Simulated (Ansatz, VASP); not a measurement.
Mo in VASP and in Ansatz

INCAR

```
SYSTEM = Mo
  PREC = Accurate
  ENCUT = 520
  EDIFF = 1E-7
  ISMEAR = 0
  SIGMA = 0.15
  LREAL = .False.
  LASPH = .True.
  NELM = 60
  ALGO = Fast
  ISIF = 2
  LWAVE = .False.
  LCHARG = .True.
  GGA = PE
  LELF = .True.
  LVHAR = .True.
  NBANDS = 13
```

File KPOINTS:

```
Automatic mesh
0
Gamma
  26 26 26
  0 0 0
```

File POSCAR:

```
Mo
1.0
   -1.5802194356      1.5960216300      1.5802194356
    1.5802194356     -1.5960216300      1.5802194356
    1.5802194356      1.5960216300     -1.5802194356
Mo
1
Direct
    0.0000000000      0.0000000000      0.0000000000
```

Input for Ansatz:

```yaml
crystal:
  lattice:
    - [-1.5802194356, 1.59602163, 1.5802194356]
    - [1.5802194356, -1.59602163, 1.5802194356]
    - [1.5802194356, 1.59602163, -1.5802194356]
  atoms:
    - { symbol: Mo, position: [0.0, 0.0, 0.0] }
basis:
  ecutwfc: 420
kpoints:
  mp_grid: { grid: [26, 26, 26] }
hamiltonian:
  xc: pbe
scf:
  occupations: { method: gaussian, width: 0.15 }
output:
  forces: true
  stress: true
  eigenvalues: true
```

Change from the starting cell: strain +0.0100 x Voigt [0, 1, 0, 0, 0, 0], atoms carried along.

Alike in both runs: task single point; functional PBE; k mesh 26 × 26 × 26; occupations gaussian, width 0.15 eV; no spin polarisation.

|  | VASP | Ansatz |
| --- | --- | --- |
| version | VASP 6.6.1 | Ansatz 0.2.0 |
| potentials or method | VASP PAW PBE potentials, release 64 (Mo_sv), cutoff 520 eV | scalar-relativistic, plane waves, PAW |
| valence electrons in the cell | 14 | 14 |

Ansatz gave:

```
gap on the k mesh at the Fermi level (eV)                     : none
pressure (GPa)                                                : -2.4
traceless stress, the component that is largest in VASP (GPa) : -1.99
```

Task: What did VASP give for the same quantities?

Result: gap on the k mesh at the Fermi level (eV): none; pressure (GPa): -1.9; traceless stress, the component that is largest in VASP (GPa): -1.99.

A gap of «none» marks a metal or a gap that the smearing closes.
